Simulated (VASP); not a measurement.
Set up this calculation in VASP 6.6.1, as the native input.

- Task: single point
- Functional: PBE
- Potentials or basis: VASP PAW PBE potentials, release 64 (Re_sv_GW, O, F)
- Cutoff: 520 eV
- k mesh: 1 × 1 × 1
- Occupations: gaussian, width 0.01 eV
- Spin: no spin polarisation
- Dipole correction: no
- Second run: valence_matched
- Further INCAR settings: ALGO = Normal; EDIFF = 1e-06; NBANDS = 29; NELMDL = -8

The structure of ReOF3 (Re(O)(F)3) lies in POSCAR:

```
ReOF3
1.0
   12.4800000000      0.0000000000      0.0000000000
    0.0000000000     12.5500000000      0.0000000000
    0.0000000000      0.0000000000      9.9200000000
Re O F
1 1 3
Direct
    0.5077724400      0.4998207200      0.5015403200
    0.6390825300      0.4998207200      0.5461068500
    0.4973036900      0.6410757000      0.4536290300
    0.3605769200      0.4998207200      0.5440453600
    0.4973036900      0.3585657400      0.4536290300
```

One way to write it, as run:

INCAR

```
PREC = Accurate ; ENCUT = 520
EDIFF = 1E-6 ; ISMEAR = 0
SIGMA = 0.01 ; LREAL = False
LASPH = True ; NELM = 120
ALGO = Normal ; ISIF = 2
LWAVE = False ; LCHARG = True
GGA = PE ; LELF = True
LVHAR = True ; NBANDS = 29
GGA_COMPAT = False ; NELMDL = -8
```

KPOINTS

```
regular mesh
0
Gamma
  1 1 1
```

Potentials or basis: VASP PAW PBE potentials, release 64 (Re_sv_GW, O, F).

Run with:

```bash
$ cat potpaw_PBE.64/Re_sv_GW/POTCAR potpaw_PBE.64/O/POTCAR potpaw_PBE.64/F/POTCAR > POTCAR
$ mpirun -np 1 vasp_gam > vasp.out
```

It gave:

* Largest force: 0.310 eV/Å
* Gap between the frontier levels: 0.79 eV

Caveat: spin-orbit coupling is left out, which moves the levels of the heavy elements.

Run time: 3.5 min on 1 thread of Intel(R) Xeon(R) Platinum 8375C CPU @ 2.90GHz (Ice Lake) (shared host), peak memory 1.3 GiB.
